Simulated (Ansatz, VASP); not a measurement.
# One calculation of ZrB, two programs

```
CELL_PARAMETERS angstrom
0.00000 2.45632 2.45632
2.45632 0.00000 2.45632
2.45632 2.45632 0.00000
ATOMIC_POSITIONS crystal
Zr 0.50000 0.50000 0.50000
B 0.00000 0.00000 0.00000
```

Alike in both runs: task single point; functional PBE; dispersion D3(BJ); k mesh 7 × 7 × 7; no spin polarisation.

|  | VASP | Ansatz |
| --- | --- | --- |
| version | VASP 6.6.1 | Ansatz 0.2.0 |
| potentials or method | VASP PAW PBE potentials, release 64 (Zr_sv, B), cutoff 500 eV | plane waves, PAW |
| occupations | methfessel-paxton of order 1, width 0.5 eV | cold, width 0.5 eV |
| valence electrons in the cell | 15 | 15 |

```csv
,VASP,Ansatz,Ansatz less VASP
pressure (GPa),-4.9,-5.1,-0.19
```
